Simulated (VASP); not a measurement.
Input of a VASP 6.6.1 run:

File INCAR:

```
PREC = Accurate
ENCUT = 600
EDIFF = 1E-6
ISMEAR = 0
SIGMA = 0.05
LREAL = F
LASPH = T
NELM = 200
ALGO = Normal
ISIF = 2
LWAVE = F
LCHARG = F
ISPIN = 2
MAGMOM = 7.46 -0.09
LORBIT = 11
LMAXMIX = 6
LDAU = T
LDAUTYPE = 2
LDAUL = 3 -1
LDAUU = 6 0
LDAUJ = 0 0
LDAUPRINT = 1
GGA = PE
NBANDS = 22
GGA_COMPAT = F
```

KPOINTS

```
Automatic mesh
0
Gamma
  10 10 10
```

The input POSCAR:

```
EuO
1.0
    0.0000000000      2.6223567601      2.6223567601
    2.6223567601      0.0000000000      2.6223567601
    2.6223567601      2.6223567601      0.0000000000
Eu O
1 1
Direct
    0.0000000000      0.0000000000      0.0000000000
    0.5000000000      0.5000000000      0.5000000000
```

Potentials or basis: VASP PAW PBE potentials, release 64 (Eu, O).

Run with:

```sh
$ cat potpaw_PBE.64/Eu/POTCAR potpaw_PBE.64/O/POTCAR > POTCAR
$ mpirun -np 1 vasp_std > vasp.out
```

**Question.** Predict the pressure.

**Answer.** -3.4 GPa.

**Question.** Predict the net moment.

**Answer.** 7.00 μB per cell.

Eigenvalues of the final occupation matrices:
```tsv
site	spin	trace	eigenvalues
site 1 f	1	6.82	0.97 0.98 0.98 0.98 0.98 0.98 0.98
site 1 f	2	0.01	0.00 0.00 0.00 0.00 0.00 0.00 0.00
```

Caveat: the cell stands under tension; semilocal functionals underestimate gaps, and a narrow one can read as zero; spin-orbit coupling is left out, which moves the levels of the heavy elements; a cell with one magnetic atom can't hold antiferromagnetic order, which such compounds often take.
